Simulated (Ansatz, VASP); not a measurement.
**Two plane-wave programs on S**

File INCAR:

```
PREC     = Accurate       # precision mode
ENCUT    = 520            # plane-wave cutoff, eV
EDIFF    = 1E-6           # SCF threshold, eV
ISMEAR   = 0              # smearing method
SIGMA    = 0.15           # smearing width, eV
LREAL    = F              # projectors in reciprocal space
LASPH    = T              # aspherical terms in the spheres
NELM     = 100            # most SCF steps
ALGO     = Normal         # electronic algorithm
ISIF     = 2              # what is computed and relaxed
LWAVE    = F              # write WAVECAR
LCHARG   = T              # write CHGCAR
LELF     = T              # ELF
LVHAR    = T            
NBANDS   = 9              # bands
```

The input KPOINTS:

```
regular mesh
0
Gamma
  20 20 20
```

Contents of POSCAR:

```
S
1.0
    0.0000000000      2.0541808543      1.9943503440
    2.0541808543      0.0000000000      1.9943503440
    2.0541808543      2.0541808543      0.0000000000
S
1
Direct
    0.0000000000      0.0000000000      0.0000000000
```

Input for Ansatz:

```yaml
crystal:
  lattice:
    - [0.0, 2.0541808543, 1.994350344]
    - [2.0541808543, 0.0, 1.994350344]
    - [2.0541808543, 2.0541808543, 0.0]
  atoms:
    - { symbol: S, position: [0.0, 0.0, 0.0] }
basis:
  ecutwfc: 420
kpoints:
  mp_grid: { grid: [20, 20, 20] }
hamiltonian:
  xc: lda
scf:
  occupations: { method: gaussian, width: 0.15 }
output:
  forces: true
  stress: true
  eigenvalues: true
```

Change from the starting cell: strain +0.030 along x and y, +0.000 along z, atoms carried along.

Alike in both runs: task single point; functional LDA; k mesh 20 × 20 × 20; occupations gaussian, width 0.15 eV; no spin polarisation.

```csv
,VASP,Ansatz
version,VASP 6.6.1,Ansatz 0.2.0
potentials or method,"VASP PAW LDA potentials, release 64 (S), cutoff 520 eV","scalar-relativistic, plane waves, PAW"
valence electrons in the cell,6,6
```

```csv
,VASP,Ansatz,Ansatz less VASP
gap on the k mesh at the Fermi level (eV),none,none,-
pressure (GPa),-10.3,-10.3,+0.04
"traceless stress, the component that is largest in VASP (GPa)",-1.54,-1.54,-0.006
```

LDA's correlation is that of Perdew and Zunger in VASP and of Perdew and Wang (1992) in Ansatz. A gap of «none» marks a metal or a gap that the smearing closes.
